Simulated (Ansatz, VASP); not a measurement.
One calculation of GaAs, two programs

Contents of INCAR:

```
PREC = Accurate
ENCUT = 600
EDIFF = 1E-6
ISMEAR = -1
SIGMA = 0.05
LREAL = F
LASPH = T
NELM = 60
ALGO = Normal
ISIF = 3
LWAVE = F
LCHARG = F
GGA = PS
IVDW = 12
IBRION = 2
NSW = 80
EDIFFG = -0.02
```

KPOINTS

```
Automatic mesh
0
Gamma
  8 8 8
```

File POSCAR:

```
GaAs
1.0
    0.0000000000      2.8268500000      2.8268500000
    2.8268500000      0.0000000000      2.8268500000
    2.8268500000      2.8268500000      0.0000000000
As Ga
1 1
Direct
    0.7500000000      0.7500000000      0.7500000000
    0.0000000000      0.0000000000      0.0000000000
```

File input.yaml:

```yaml
crystal:
  lattice:
    - [0.0, 2.82685, 2.82685]
    - [2.82685, 0.0, 2.82685]
    - [2.82685, 2.82685, 0.0]
  atoms:
    - { symbol: As, position: [0.75, 0.75, 0.75] }
    - { symbol: Ga, position: [0.0, 0.0, 0.0] }
kpoints:
  mp_grid: { grid: [8, 8, 8] }
scf:
  occupations: { method: fermi_dirac, width: 0.05 }
hamiltonian:
  xc: pbesol
  dispersion: d3bj
  pseudopotentials: { kind: all_electron, lapw: { basis_error: 0.001 } }
output:
  forces: true
  stress: true
relax:
  f_tol: 0.02
  max_steps: 60
  cell: {}
```

Alike in both runs: task relaxation of cell and atoms; functional PBEsol; dispersion D3(BJ); k mesh 8 × 8 × 8; occupations fermi-dirac, width 0.05 eV; no spin polarisation.

```csv
,VASP,Ansatz
version,VASP 6.6.1,Ansatz 0.2.0
potentials or method,"VASP PAW PBE potentials, release 64 (As, Ga_d), cutoff 600 eV","all-electron LAPW, scalar-relativistic"
```

```csv
,VASP,Ansatz,Ansatz less VASP
relaxed volume (Å³/atom),22.03,21.98,-0.050
relaxed cell length with the largest relative difference (Å),3.965,3.962,-0.0030
```

VASP's potentials were made for PBE, not for PBEsol. Ansatz ran all-electron here, and VASP with PAW potentials.
